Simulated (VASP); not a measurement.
Wanted: the native input for a VASP 6.6.1 run.

```yaml
Task: single point
Functional: PBEsol
Potentials_or_basis: VASP PAW PBE potentials, release 64 (Sn_d, O)
Cutoff: 520 eV
k_mesh: 12 × 12 × 12
Occupations: gaussian, width 0.05 eV
Spin: no spin polarisation
Dipole_correction: no
Further_INCAR_settings: ALGO = Normal; EDIFF = 1e-06; NBANDS = 20
```

The structure of SnO2 lies in POSCAR:

```
SnO2
1.0
    1.6334330255      0.9430629970      4.4873826809
   -1.6334330255      0.9430629970      4.4873826809
    0.0000000000     -1.8861259940      4.4873826809
Sn O
1 2
Direct
    0.5000000000      0.5000000000      0.5000000000
    0.2414378084      0.2414378084      0.2414378084
    0.7585621916      0.7585621916      0.7585621916
```

This cell differs from its parent crystal: atoms shifted along a free coordinate.

These files were run (other wordings do the same):

INCAR

```
SYSTEM = SnO2
ALGO = Normal ; EDIFF = 1E-6
ENCUT = 520 ; GGA = PS
ISIF = 2 ; ISMEAR = 0
LASPH = .TRUE. ; LCHARG = .FALSE.
LREAL = .FALSE. ; LWAVE = .FALSE.
NBANDS = 20 ; NELM = 100
PREC = Accurate ; SIGMA = 0.05
```

KPOINTS

```
k-points
0
G
  12 12 12
  0 0 0
```

Potentials or basis: VASP PAW PBE potentials, release 64 (Sn_d, O).

Launch:

```bash
$ cat potpaw_PBE.64/Sn_d/POTCAR potpaw_PBE.64/O/POTCAR > POTCAR
$ mpirun -np 1 vasp_std > vasp.out
```

It gave:

```
Pressure               : -7.1 GPa
Largest force          : 0.461 eV/Å
Band gap on the k mesh : 1.42 eV (least direct gap 1.44 eV)
```

Caveat: the cell differs from its parent crystal (atoms shifted along a free coordinate); the cell stands under tension; the PAW data sets were made with another functional, which shifts forces and pressure a little; spin-orbit coupling is left out, which moves the levels of the heavy elements.

It took 89 s on 1 thread of Intel(R) Xeon(R) 6975P-C (Granite Rapids) (shared host), peak memory 0.3 GiB.
